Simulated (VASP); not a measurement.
Wanted: the native input for a VASP 6.6.1 run.

```
Task                   : single point
Functional             : r2SCAN
Potentials or basis    : VASP PAW PBE potentials, release 64 (Yb)
Cutoff                 : 520 eV
k mesh                 : 11 × 11 × 6
Occupations            : fermi-dirac, width 0.03 eV
Spin                   : no spin polarisation
Dipole correction      : no
Further INCAR settings : ALGO = Normal; EDIFF = 1e-06; NBANDS = 31
```

Yb:

```xyz
2
Lattice="3.8799 0.0000 0.0000 -1.9399 3.3601 0.0000 0.0000 0.0000 6.3859" Properties=species:S:1:pos:R:3 pbc="T T T"
Yb    0.0000    2.2401    1.5965
Yb    1.9399    1.1200    4.7894
```

One way to write it, as run:

POSCAR

```
Yb
1.0
    3.8798991495      0.0000000000      0.0000000000
   -1.9399495748      3.3600912276      0.0000000000
    0.0000000000      0.0000000000      6.3859000000
Yb
2
Direct
    0.3333333333      0.6666666667      0.2500000000
    0.6666666667      0.3333333333      0.7500000000
```

INCAR.step1

```
SYSTEM = Yb
PREC     = Accurate       ! precision mode
ENCUT    = 520            ! plane-wave cutoff, eV
ISMEAR   = -1             ! smearing method
SIGMA    = 0.03           ! smearing width, eV
LREAL    = .FALSE.        ! projectors in reciprocal space
LASPH    = .TRUE.         ! aspherical terms in the spheres
NELM     = 100            ! most SCF steps
NBANDS   = 31             ! bands
GGA      = PE             ! functional
ALGO     = Normal         ! electronic algorithm
EDIFF    = 1E-4           ! SCF threshold, eV
LWAVE    = .TRUE.         ! write WAVECAR
LCHARG   = .FALSE.        ! write CHGCAR
```

INCAR.step2

```
SYSTEM = Yb
PREC     = Accurate       ! precision mode
ENCUT    = 520            ! plane-wave cutoff, eV
EDIFF    = 1E-6           ! SCF threshold, eV
ISMEAR   = -1             ! smearing method
SIGMA    = 0.03           ! smearing width, eV
LREAL    = .FALSE.        ! projectors in reciprocal space
LASPH    = .TRUE.         ! aspherical terms in the spheres
NELM     = 100            ! most SCF steps
ALGO     = Normal         ! electronic algorithm
ISIF     = 2              ! what is computed and relaxed
LWAVE    = .FALSE.        ! write WAVECAR
LCHARG   = .FALSE.        ! write CHGCAR
METAGGA  = R2SCAN         ! meta-GGA
LMIXTAU  = .TRUE.       
NBANDS   = 31             ! bands
ISTART   = 1
```

KPOINTS

```
regular mesh
0
G
  11 11 6
  0 0 0
```

Potentials or basis: VASP PAW PBE potentials, release 64 (Yb).

Run with:

```console
$ cat potpaw_PBE.64/Yb/POTCAR > POTCAR
$ cp INCAR.step1 INCAR
$ mpirun -np 1 vasp_std > vasp.out
$ cp INCAR.step2 INCAR
$ mpirun -np 1 vasp_std > vasp.out
```

It gave:

- Pressure: -3.8 GPa
- Band gap on the k mesh: zero (band 24 reaches 1.20 eV, above the bottom of band 25 at 1.02 eV)

Caveat: the PAW data sets were made with another functional, which shifts forces and pressure a little; spin-orbit coupling is left out, which moves the levels of the heavy elements.

It took 37 min on 1 thread of Intel(R) Xeon(R) Platinum 8259CL CPU @ 2.50GHz (Skylake/Cascade Lake) (shared host), peak memory 0.32 GiB.
